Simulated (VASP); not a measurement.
Input of a VASP 6.6.1 run:

INCAR

```
PREC = Accurate ; ENCUT = 520
EDIFF = 1E-6 ; ISMEAR = 1
SIGMA = 1.0 ; LREAL = False
LASPH = True ; NELM = 80
ALGO = Normal ; ISIF = 2
LWAVE = False ; LCHARG = True
GGA = CA ; LELF = True
LVHAR = True ; NBANDS = 21
```

The input KPOINTS:

```
regular mesh
0
Gamma
  13 13 8
```

File POSCAR:

```
Ru
1.0
    2.6775346364      0.0000000000      0.0000000000
   -1.3387673182      2.3188130146      0.0000000000
    0.0000000000      0.0000000000      4.2181251212
Ru
2
Direct
    0.3333333333      0.6666666667      0.2500000000
    0.6666666667      0.3333333333      0.7500000000
```

Potentials or basis: VASP PAW LDA potentials, release 64 (Ru_pv).

Command:

```console
$ cat potpaw_LDA.64/Ru_pv/POTCAR > POTCAR
$ mpirun -np 1 vasp_std > vasp.out
```

**Question.** Estimate the band gap on the k mesh.

**Answer.** Zero (bands 14 and 15 overlap by 3.29 eV).

**Question.** Predict the pressure.

**Answer.** -0.1 GPa.

Stress tensor (GPa, compression positive):
```
-0.46  0.00  0.00
 0.00 -0.46  0.00
 0.00  0.00  0.75
```

Caveat: so wide a smearing shifts energies and pressures.
